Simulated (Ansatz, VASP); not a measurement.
One calculation of HfO2, two programs

INCAR

```
PREC = Accurate
ENCUT = 520
EDIFF = 1E-6
ISMEAR = 0
SIGMA = 0.05
LREAL = False
LASPH = True
NELM = 60
ALGO = Normal
ISIF = 2
LWAVE = False
LCHARG = True
GGA = PE
LELF = True
LVHAR = True
NBANDS = 31
```

KPOINTS

```
regular mesh
0
Gamma
  6 6 8
```

POSCAR

```
HfO2
1.0
    4.8812150602      0.0000000000      0.0000000000
    0.0000000000      4.8812150602      0.0000000000
    0.0000000000      0.0000000000      3.2378896156
Hf O
2 4
Direct
    0.0000000000      0.0000000000     -0.0209086807
    0.5000000000      0.5000000000      0.5209086807
    0.1948161092      0.8051838908      0.4932900522
    0.3051838908      0.3051838908      0.0067099478
    0.6948161092      0.6948161092      0.0067099478
    0.8051838908      0.1948161092      0.4932900522
```

Input for Ansatz:

```yaml
crystal:
  lattice:
    - [4.8812150602, 0.0, 0.0]
    - [0.0, 4.8812150602, 0.0]
    - [0.0, 0.0, 3.2378896156]
  atoms:
    - { symbol: Hf, position: [0.0, 0.0, -0.0209086807] }
    - { symbol: Hf, position: [0.5, 0.5, 0.5209086807] }
    - { symbol: O, position: [0.1948161092, 0.8051838908, 0.4932900522] }
    - { symbol: O, position: [0.3051838908, 0.3051838908, 0.0067099478] }
    - { symbol: O, position: [0.6948161092, 0.6948161092, 0.0067099478] }
    - { symbol: O, position: [0.8051838908, 0.1948161092, 0.4932900522] }
basis:
  ecutwfc: 520.0
kpoints:
  mp_grid: { grid: [6, 6, 8] }
hamiltonian:
  xc: pbe
  pseudopotentials: { kind: paw, azcp: { folder: soft_1 } }
scf:
  occupations: { method: gaussian, width: 0.05 }
output:
  forces: true
  stress: true
  eigenvalues: true
  write_density: true
  write_potential: true
  elf: true
  volumetric_format: npy
```

Change from the starting cell: mode 4 frozen in at -0.068 Å, equal normal strain along x, y and z +0.0000.

Alike in both runs: task single point; functional PBE; k mesh 6 × 6 × 8; occupations gaussian, width 0.05 eV; no spin polarisation.

|  | VASP | Ansatz |
| --- | --- | --- |
| version | VASP 6.6.1 | Ansatz 0.2.0 |
| potentials or method | VASP PAW PBE potentials, release 64 (Hf_pv, O), cutoff 520 eV | scalar-relativistic, plane waves, PAW |
| valence electrons in the cell | 44 | 76 |

|  | VASP | Ansatz | Ansatz less VASP |
| --- | --- | --- | --- |
| gap on the k mesh at the Fermi level (eV) | 3.87 | 3.93 | +0.061 |
| least direct gap on the mesh (eV) | 3.87 | 3.93 | +0.061 |
| pressure (GPa) | -2.6 | 0.2 | +2.81 |
| traceless stress, the component that is largest in VASP (GPa) | -0.33 | 0.16 | +0.489 |
| rms of the force components (eV/Å) | 0.124 | 0.126 | +0.0020 |

Atom by atom the forces differ by 0.025 eV/Å (rms over components). With one functional, cell and mesh, what is left measures potentials, basis and numerics. VASP's potentials hold 44 valence electrons a cell and Ansatz's 76, so a difference there can come from the potentials and not from the codes.

Spin-orbit coupling is off throughout.
